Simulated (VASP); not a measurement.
Here is a VASP 6.6.1 calculation.

The input POSCAR:

```
ScAl3N4
1.0
   -3.2215000000      0.0000000000      0.0000000000
    0.0000000000      5.5798016766      0.0000000000
    1.6107500000     -2.7899008383     -5.0615000000
Sc Al N
1 3 4
Direct
    0.0000000000      0.3333333300      0.0000000000
    0.5000000000      0.8333333300      0.0000000000
    0.7500000000      0.4166666700      0.5000000000
    0.2500000000      0.9166666700      0.5000000000
    0.8090000000      0.1423333300      0.6180000000
    0.3090000000      0.6423333300      0.6180000000
    0.5590000000      0.2256666700      0.1180000000
    0.0590000000      0.7256666700      0.1180000000
```

INCAR.step1

```
  PREC = Accurate
  ENCUT = 520
  ISMEAR = 0
  SIGMA = 0.1
  LREAL = False
  LASPH = True
  NELM = 60
  NBANDS = 30
  GGA = PE
  ALGO = Normal
  EDIFF = 1E-4
  LWAVE = True
  LCHARG = False
```

INCAR.step2

```
  PREC = Accurate
  ENCUT = 520
  EDIFF = 1E-7
  ISMEAR = 0
  SIGMA = 0.1
  LREAL = False
  LASPH = True
  NELM = 60
  ALGO = Normal
  ISIF = 2
  LWAVE = False
  LCHARG = False
  METAGGA = R2SCAN
  LMIXTAU = True
  NBANDS = 30
  ISTART = 1
```

Contents of KPOINTS:

```
Automatic mesh
0
Gamma
  6 6 6
```

Potentials or basis: VASP PAW PBE potentials, release 64 (Sc_sv, Al, N).

The run is started by

```bash
$ cat potpaw_PBE.64/Sc_sv/POTCAR potpaw_PBE.64/Al/POTCAR potpaw_PBE.64/N/POTCAR > POTCAR
$ cp INCAR.step1 INCAR
$ mpirun -np 1 vasp_std > vasp.out
$ cp INCAR.step2 INCAR
$ mpirun -np 1 vasp_std > vasp.out
```

What does it give for the band gap on the k mesh?

4.34 eV (least direct gap 4.61 eV).

Estimate the largest force.

3.646 eV/Å.

Forces on the atoms (eV/Å):
```
Sc   0.000 -0.329 -1.081
Al   0.000  0.252 -0.531
Al   0.000 -0.188  0.202
Al   0.000  0.203  0.217
N    0.000 -0.031  3.572
N    0.000  0.027  0.190
N    0.000 -3.176 -1.790
N    0.000  3.242 -0.780
```

Caveat: the PAW data sets were made with another functional, which shifts forces and pressure a little. A k mesh can miss the band edges.
